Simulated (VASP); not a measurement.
## BiTe: single point with RPBE+D3(BJ)

BiTe:

```
CELL_PARAMETERS angstrom
2.48891 1.43697 2.03244
-2.48891 1.43697 2.03244
0.00000 -2.87395 2.03244
ATOMIC_POSITIONS crystal
Bi 0.50000 0.50000 0.50000
Te 0.00000 0.00000 0.00000
```

```json
{"Program": "VASP 6.6.1", "Task": "single point", "Functional": "RPBE", "Dispersion": "D3(BJ)", "Potentials or basis": "VASP PAW PBE potentials, release 64 (Bi_d, Te)", "Cutoff": "520 eV", "k mesh": "7 × 7 × 7", "Occupations": "fermi-dirac, width 0.05 eV", "Spin": "no spin polarisation", "Dipole correction": "no", "Further INCAR settings": "ALGO = Normal; EDIFF = 1e-06; NBANDS = 18"}
```

| Item | Value |
| --- | --- |
| Pressure | -0.1 GPa |
| Band gap on the k mesh | zero (an odd number of electrons rules out a gap without spin polarisation) |
| Dispersion energy per atom | -3.916 eV |

Levels at points of the mesh, in eV from the Fermi level:
```tsv
k point	band 6	band 7	band 8	band 9	band 10	band 11	band 12	band 13	band 14	band 15
(0.00, 0.00, 0.00)	-16.60	-7.38	-3.61	-3.61	-3.61	2.28	2.28	6.48	6.49	6.49
```

Run time: 35 s on 1 thread of Intel Xeon 8259CL, with other jobs on the host, peak memory 0.18 GiB.

Caveat: the PAW data sets were made with another functional, which shifts forces and pressure a little; spin-orbit coupling is left out, which moves the levels of the heavy elements.
